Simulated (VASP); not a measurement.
# CaPtS3 (P4mm) in VASP: further runs

Runs on CaPtS3. Level: PBE. Tasks: single point, relaxation of cell and atoms.

Everything below comes from runs of VASP 6.6.1. Logs are shortened: lines on timing, memory, paths and dates and some standing lists are left out, and cuts for length are marked.

### 1 The cell of the first run

The structure is tetragonal, space group P4mm (No. 99). Conventional cell: a = 4.684 Å, b = 4.684 Å, c = 4.684 Å, α = 90.00°, β = 90.00°, γ = 90.00°. Within 4.3 Å of Ca (site symmetry 4mm) lie 12 S at 3.26 to 3.36 Å and 8 Pt at 4.06 Å. Pt (site symmetry 4mm) has 6 S at 2.27 to 2.41 Å within 3.0 Å. Within 3.1 Å of S (site symmetry 2mm) lie 2 Pt at 2.34 Å. S (site symmetry 4mm) has 2 Pt at 2.27 to 2.41 Å within 3.0 Å.

### 2 Single point, PBE

INCAR reads:

```
PREC = Accurate
ENCUT = 520
EDIFF = 1E-7
ISMEAR = 0
SIGMA = 0.1
LREAL = False
LASPH = True
NELM = 80
ALGO = Normal
ISIF = 2
LWAVE = False
LCHARG = False
GGA = PE
NBANDS = 27
```

KPOINTS reads:

```
regular mesh
0
Gamma
  4 4 4
```

POSCAR reads:

```
CaPtS3
1.0
    4.6841072600      0.0000000000      0.0000000000
    0.0000000000      4.6841072600      0.0000000000
    0.0000000000      0.0000000000      4.6841072600
Ca Pt S
1 1 3
Direct
    0.5000000000      0.5000000000      0.4844832700
    0.0000000000      0.0000000000      0.9844832700
    0.0000000000      0.5000000000      0.0000000000
    0.5000000000      0.0000000000      0.0000000000
    0.0000000000      0.0000000000      0.5000000000
```

Potentials or basis: VASP PAW PBE potentials, release 64 (Ca_sv, Pt, S).

Started as:

```sh
> cat potpaw_PBE.64/Ca_sv/POTCAR potpaw_PBE.64/Pt/POTCAR potpaw_PBE.64/S/POTCAR > POTCAR
> mpirun -np 1 vasp_std > vasp.out
```

OUTCAR:

```text
PREC = Accurate
   ENCUT = 520
   EDIFF = 1E-7
   ISMEAR = 0
   LREAL = False
   LASPH = True
   NELM = 80
   ISIF = 2
   GGA = PE

 ion  position               nearest neighbor table
   1  0.500  0.500  0.484-
   2  0.000  0.000  0.984-   5 2.27   4 2.34   3 2.34   3 2.34   4 2.34   5 2.41
   3  0.000  0.500  0.000-   2 2.34   2 2.34
   4  0.500  0.000  0.000-   2 2.34   2 2.34
   5  0.000  0.000  0.500-   2 2.27   2 2.41

  LATTYP: Found a simple cubic cell.
 ALAT       =     4.6841072600

  Lattice vectors:

 A1 = (   4.6841072600,   0.0000000000,   0.0000000000)
 A2 = (   0.0000000000,   4.6841072600,   0.0000000000)
 A3 = (   0.0000000000,   0.0000000000,   4.6841072600)

Analysis of symmetry for initial positions (statically):
=====================================================================
 Subroutine PRICEL returns:
 Original cell was already a primitive cell.

 Routine SETGRP: Setting up the symmetry group for a
 simple cubic supercell.

 Subroutine GETGRP returns: Found  8 space group operations
 (whereof  8 operations were pure point group operations)
 out of a pool of 48 trial point group operations.

The static configuration has the point symmetry C_4v.

Analysis of symmetry for dynamics (positions and initial velocities):
=====================================================================
 Subroutine PRICEL returns:
 Original cell was already a primitive cell.

 Routine SETGRP: Setting up the symmetry group for a
 simple cubic supercell.

 Subroutine GETGRP returns: Found  8 space group operations
 (whereof  8 operations were pure point group operations)
 out of a pool of 48 trial point group operations.

The dynamic configuration has the point symmetry C_4v.

 Subroutine INISYM returns: Found  8 space group operations
 (whereof  8 operations are pure point group operations),
 and found     1 'primitive' translations

----------------------------------------------------------------------------------------

                                     Primitive cell

  volume of cell :     102.7733

  direct lattice vectors                    reciprocal lattice vectors
     4.684107260  0.000000000  0.000000000     0.213487853  0.000000000  0.000000000
     0.000000000  4.684107260  0.000000000     0.000000000  0.213487853  0.000000000
     0.000000000  0.000000000  4.684107260     0.000000000  0.000000000  0.213487853

  length of vectors
     4.684107260  4.684107260  4.684107260     0.213487853  0.213487853  0.213487853

  position of ions in fractional coordinates (direct lattice)
     0.500000000  0.500000000  0.484483270
     0.000000000  0.000000000  0.984483270
     0.000000000  0.500000000  0.000000000
     0.500000000  0.000000000  0.000000000
     0.000000000  0.000000000  0.500000000

  ion indices of the primitive-cell ions
   primitive index   ion index
                 1           1
                 2           2
                 3           3
                 4           4
                 5           5

----------------------------------------------------------------------------------------

 KPOINTS: regular mesh

Automatic generation of k-mesh.
 Grid dimensions read from file:
 generate k-points for:    4    4    4

 Generating k-lattice:

  Cartesian coordinates                     Fractional coordinates (reciprocal lattice)
     0.053371963  0.000000000  0.000000000     0.250000000  0.000000000  0.000000000
     0.000000000  0.053371963  0.000000000     0.000000000  0.250000000  0.000000000
     0.000000000  0.000000000  0.053371963     0.000000000  0.000000000  0.250000000

  Length of vectors
     0.053371963  0.053371963  0.053371963

  Shift w.r.t. Gamma in fractional coordinates (k-lattice)
     0.000000000  0.000000000  0.000000000

 Subroutine IBZKPT returns following result:
 ===========================================

 Found     18 irreducible k-points:

 Following reciprocal coordinates:
            Coordinates               Weight
  0.000000  0.000000  0.000000      1.000000
  0.250000  0.000000  0.000000      4.000000
  0.000000  0.000000  0.250000      2.000000
  0.500000  0.000000  0.000000      2.000000
  0.000000  0.000000  0.500000      1.000000
  0.250000  0.250000  0.000000      4.000000
[... 10 lines left out ...]
  0.250000  0.500000  0.500000      4.000000
  0.500000  0.500000  0.500000      1.000000
   k-points           NKPTS =     18   k-points in BZ     NKDIM =     18   number of bands    NBANDS=     27
   number of dos      NEDOS =    301   number of ions     NIONS =      5
   total plane-waves  NPLWV =  46656
   dimension x,y,z NGX =    36 NGY =   36 NGZ =   36
   dimension x,y,z NGXF=    72 NGYF=   72 NGZF=   72
   ions per type =               1   1   3
   NGX,Y,Z   is equivalent  to a cutoff of  12.78, 12.78, 12.78 a.u.
   NGXF,Y,Z  is equivalent  to a cutoff of  25.55, 25.55, 25.55 a.u.
 SYSTEM =  unknown system
   PREC   = accura    normal or accurate (medium, high low for compatibility)
   ISTART =      0    job   : 0-new  1-cont  2-samecut
   ICHARG =      2    charge: 1-file 2-atom 10-const
   ISPIN  =      1    spin polarized calculation?
   LNONCOLLINEAR =      F non collinear calculations
   LSORBIT =      F    spin-orbit coupling
   LASPH  =      T    aspherical Exc in radial PAW
   ENCUT  =  520.0 eV  38.22 Ry    6.18 a.u.   8.71  8.71  8.71*2*pi/ulx,y,z
   NELM   =     80;   NELMIN=  2; NELMDL= -5     # of ELM steps
   EDIFF  = 0.1E-06   stopping-criterion for ELM
   LREAL  =      F    real-space projection
   EDIFFG = 0.1E-05   stopping-criterion for IOM
   NSW    =      0    number of steps for IOM
   IBRION =     -1    ionic relax: 0-MD 1-quasi-New 2-CG
   NFREE  =      0    steps in history (QN), initial steepest desc. (CG)
   ISIF   =      2    stress and relaxation
   ISYM   =      2    0-nonsym 1-usesym 2-fastsym
   POTIM  = 0.5000    time-step for ionic-motion
   TEBEG  =    0.0;   TEEND  =   0.0 temperature during run
   PSTRESS=    0.0 pullay stress
   NELECT =      38.0000    total number of electrons
   NUPDOWN=      -1.0000    fix difference up-down
   EMIN   =  10.00;   EMAX   =-10.00  energy-range for DOS
   EFERMI =   0.00;   METHOD = LEGACY
   ISMEAR =     0;   SIGMA  =   0.10  broadening in eV -4-tet -1-fermi 0-gaus
   EFERMI_NEDOS =   21; number of points for ismear=-14 and -15
   IALGO  =     38    algorithm
   IMIX   =      4    mixing-type and parameters
     AMIX     =   0.40;   BMIX     =  1.00
     AMIX_MAG =   1.60;   BMIX_MAG =  1.00
  volume/ion in A,a.u.               =      20.55       138.71
  Fermi-wavevector in a.u.,A,eV,Ry     =   1.175013  2.220452 18.784947  1.380655
  Thomas-Fermi vector in A             =   2.311400
   LORBIT       =      0    0 simple, 1 ext, 2 COOP (PROOUT), +10 PAW based schemes
   GGA     = PE    functional components
   LHFCALC =     F    Hartree Fock is set to
   AEXX    =    0.0000 exact exchange contribution
   IVDW    =     0    specifies the selected vdW correction
   LEPSILON=     F    determine dielectric tensor
   LRPA    =     F    only Hartree local field effects (RPA)
 non-spin polarized calculation
 Gauss-broadening in eV      SIGMA  =   0.10
  energy-cutoff  :      520.00
  volume of cell :      102.77
 maximum number of plane-waves:      2800
 NGX is ok and might be reduce to    36
   NGX = 17   NGY = 17   NGZ = 17

 number of electron      38.0000009 magnetization

 Free energy of the ion-electron system (eV)
  ---------------------------------------------------
  ext. energy  EPLUGINS =         0.00000000
  ---------------------------------------------------
  free energy    TOTEN  =       -22.71185420 eV

  energy without entropy =      -22.67458322  energy(sigma->0) =      -22.69321871

 E-fermi :   4.9565     XC(G=0): -10.0181

 val. band max:        4.9363689615   @ k =   0.5000   0.2500   0.0000
 cond. band min:       5.0002237382   @ k =   0.5000   0.0000   0.0000
 fundamental gap:      0.0638547767
 Fermi energy:         4.9565172446

 k-point     1 :       0.0000    0.0000    0.0000
  band No.  band energies     occupation
      1     -36.0517      2.00000
      2     -17.0058      2.00000
      3     -17.0058      2.00000
      4     -17.0053      2.00000
      5      -8.9519      2.00000
      6      -7.1666      2.00000
[... 19 lines left out ...]
     26       8.8184      0.00000
     27       8.8185      0.00000

 k-point     2 :       0.2500    0.0000    0.0000
  band No.  band energies     occupation
      1     -36.0516      2.00000
      2     -17.0132      2.00000
      3     -17.0052      2.00000
      4     -17.0046      2.00000
      5      -8.7040      2.00000
      6      -7.1517      2.00000
[... 19 lines left out ...]
     26       9.3243      0.00000
     27       9.3384      0.00000

 k-point     3 :       0.0000    0.0000    0.2500
  band No.  band energies     occupation
      1     -36.0516      2.00000
      2     -17.0126      2.00000
      3     -17.0052      2.00000
      4     -17.0052      2.00000
      5      -8.6961      2.00000
      6      -7.1745      2.00000
[... 19 lines left out ...]
     26       9.3302      0.00000
     27       9.3302      0.00000

 k-point     4 :       0.5000    0.0000    0.0000
  band No.  band energies     occupation
      1     -36.0514      2.00000
      2     -17.0206      2.00000
      3     -17.0045      2.00000
      4     -17.0040      2.00000
      5      -8.3994      2.00000
      6      -7.1753      2.00000
[... 19 lines left out ...]
     26      10.0305      0.00000
     27      10.2761      0.00000

 k-point     5 :       0.0000    0.0000    0.5000
  band No.  band energies     occupation
      1     -36.0514      2.00000
      2     -17.0200      2.00000
      3     -17.0045      2.00000
      4     -17.0045      2.00000
      5      -8.3763      2.00000
      6      -7.2247      2.00000
[... 19 lines left out ...]
     26      10.0400      0.00000
     27      10.2289      0.00000

 k-point     6 :       0.2500    0.2500    0.0000
  band No.  band energies     occupation
      1     -36.0514      2.00000
      2     -17.0126      2.00000
      3     -17.0115      2.00000
      4     -17.0039      2.00000
      5      -8.4531      2.00000
      6      -7.1347      2.00000
[... 264 lines left out ...]
      1     -36.0511      2.00000
      2     -17.0168      2.00000
      3     -17.0102      2.00000
      4     -17.0095      2.00000
      5      -7.8246      2.00000
      6      -7.1366      2.00000
[... 19 lines left out ...]
     26       9.6534      0.00000
     27      10.2708      0.00000

 k-point    16 :       0.5000    0.5000    0.2500
  band No.  band energies     occupation
      1     -36.0509      2.00000
      2     -17.0159      2.00000
      3     -17.0159      2.00000
      4     -17.0083      2.00000
      5      -7.5197      2.00000
      6      -7.0482      2.00000
[... 19 lines left out ...]
     26       9.6696      0.00000
     27      10.3349      0.00000

 k-point    17 :       0.2500    0.5000    0.5000
  band No.  band energies     occupation
      1     -36.0509      2.00000
      2     -17.0159      2.00000
      3     -17.0153      2.00000
      4     -17.0089      2.00000
      5      -7.4697      2.00000
      6      -7.0996      2.00000
[... 19 lines left out ...]
     26       9.6678      0.00000
     27      10.2975      0.00000

 k-point    18 :       0.5000    0.5000    0.5000
  band No.  band energies     occupation
      1     -36.0507      2.00000
      2     -17.0146      2.00000
      3     -17.0146      2.00000
      4     -17.0139      2.00000
      5      -7.0816      2.00000
      6      -7.0291      2.00000
[... 19 lines left out ...]
     26      10.3156      0.00000
     27      10.3608      0.00000

------------------------ aborting loop because EDIFF is reached ----------------------------------------

  FORCE on cell =-STRESS in cart. coord.  units (eV):
  Direction    XX          YY          ZZ          XY          YZ          ZX
  --------------------------------------------------------------------------------------
  -------------------------------------------------------------------------------------
  Total        3.1770404      3.1770404      3.4909638      0.0000000      0.0000000      0.0000000
  in kB       49.5282319     49.5282319     54.4221171      0.0000000      0.0000000      0.0000000
  external PRESSURE =      51.1595270 kB  Pullay stress =       0.0000000 kB

 VOLUME and BASIS-vectors are now :
 -----------------------------------------------------------------------------
  energy-cutoff  :      520.00
  volume of cell :      102.77
      direct lattice vectors                 reciprocal lattice vectors
     4.684107260  0.000000000  0.000000000     0.213487853  0.000000000  0.000000000
     0.000000000  4.684107260  0.000000000     0.000000000  0.213487853  0.000000000
     0.000000000  0.000000000  4.684107260     0.000000000  0.000000000  0.213487853

 POSITION                                       TOTAL-FORCE (eV/Angst)
 -----------------------------------------------------------------------------------
      2.34205      2.34205      2.26937        -0.000000     -0.000000     -0.068730
      0.00000      0.00000      4.61143         0.000000      0.000000      0.617682
      0.00000      2.34205      0.00000        -0.000000      0.000000      0.213613
      2.34205      0.00000      0.00000         0.000000      0.000000      0.213613
      0.00000      0.00000      2.34205        -0.000000      0.000000     -0.976178
 -----------------------------------------------------------------------------------
    total drift:                                0.000000     -0.000000      0.000012

  FREE ENERGIE OF THE ION-ELECTRON SYSTEM (eV)
  ---------------------------------------------------
  free  energy   TOTEN  =       -22.7118542022 eV

  energy  without entropy=      -22.6745832238  energy(sigma->0) =      -22.69321871
```

Wall time 22 s (1 thread of Intel Xeon 6975P-C (Granite Rapids), shared host); peak memory 0.23 GiB.

Results:

```
Free energy            : -22.7119 eV
Pressure               : 5.1 GPa
Largest force          : 0.976 eV/Å
Band gap on the k mesh : zero (band 19 reaches 5.42 eV, above the bottom of band 20 at 4.58 eV)
```

Forces on the atoms (eV/Å):
```
Ca   0.000  0.000 -0.069
Pt   0.000  0.000  0.618
S    0.000  0.000  0.214
S    0.000  0.000  0.214
S    0.000  0.000 -0.976
```

Stress tensor (GPa, compression positive):
```
4.95 0.00 0.00
0.00 4.95 0.00
0.00 0.00 5.44
```

Levels at points of the mesh, in eV from the Fermi level:
| k point | band 17 | band 18 | band 19 | band 20 | band 21 | band 22 |
| --- | --- | --- | --- | --- | --- | --- |
| (0.00, 0.00, 0.00) | -1.06 | -1.01 | -0.38 | -0.38 | -0.31 | 1.50 |
| (0.50, 0.00, 0.00) | -0.72 | -0.65 | 0.04 | 0.05 | 0.31 | 3.81 |
| (0.00, 0.00, 0.50) | -0.76 | -0.76 | 0.06 | 0.06 | 0.34 | 3.81 |
| (0.50, 0.50, 0.00) | -0.81 | -0.12 | -0.12 | 0.33 | 4.09 | 4.28 |
| (0.00, 0.50, 0.50) | -0.78 | -0.12 | -0.11 | 0.31 | 4.09 | 4.27 |
| (0.50, 0.50, 0.50) | 0.44 | 0.44 | 0.46 | 2.76 | 3.92 | 3.95 |

Caveat: spin-orbit coupling is left out, which moves the levels of the heavy elements.

(Continued in part 2 of 2.)
